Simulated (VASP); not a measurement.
A run of VASP 6.6.1 is set up as follows.

File INCAR:

```
  PREC = Accurate
  ENCUT = 600
  EDIFF = 1E-6
  ISMEAR = 0
  SIGMA = 0.2
  LREAL = False
  LASPH = True
  NELM = 80
  ALGO = Normal
  ISIF = 3
  LWAVE = False
  LCHARG = False
  GGA = PE
  IBRION = 2
  NSW = 36
  EDIFFG = -0.08
```

File KPOINTS:

```
Automatic mesh
0
Gamma
  7 7 1
```

POSCAR

```
Zn7O
1.0
    2.7500000000      0.0000000000      0.0000000000
   -1.3750000000      2.3815698600      0.0000000000
    0.0000000000      0.0000000000     16.2500000000
Zn O
7 1
Direct
    0.3333333300      0.6666666700      0.7310000000
    0.6666666700      0.3333333300      0.8650000000
    0.3333333300      0.6666666700      0.4620000000
    0.0000000000      0.0000000000      0.5960000000
    0.0000000000      0.0000000000      0.0000000000
    0.3333333300      0.6666666700      0.1930000000
    0.0000000000      0.0000000000      0.3270000000
    0.0000000000      0.0000000000      0.1200000000
```

Potentials or basis: VASP PAW PBE potentials, release 64 (Zn, O).

Run with:

```bash
$ cat potpaw_PBE.64/Zn/POTCAR potpaw_PBE.64/O/POTCAR > POTCAR
$ mpirun -np 1 vasp_std > vasp.out
```

(1) Predict the space group after relaxing (to 0.1 Å).

(2) What does it give for the band gap on the k mesh?

(3) What does it give for the relaxed volume?

## Answers

(1) P3m1 (No. 156).

(2) zero (bands 45 and 46 overlap by 1.13 eV).

(3) 14.94 Å³/atom.

Caveat: the k points lie up to 0.40 Å⁻¹ apart in the final cell, too coarse for converged energies and pressures of a metal.
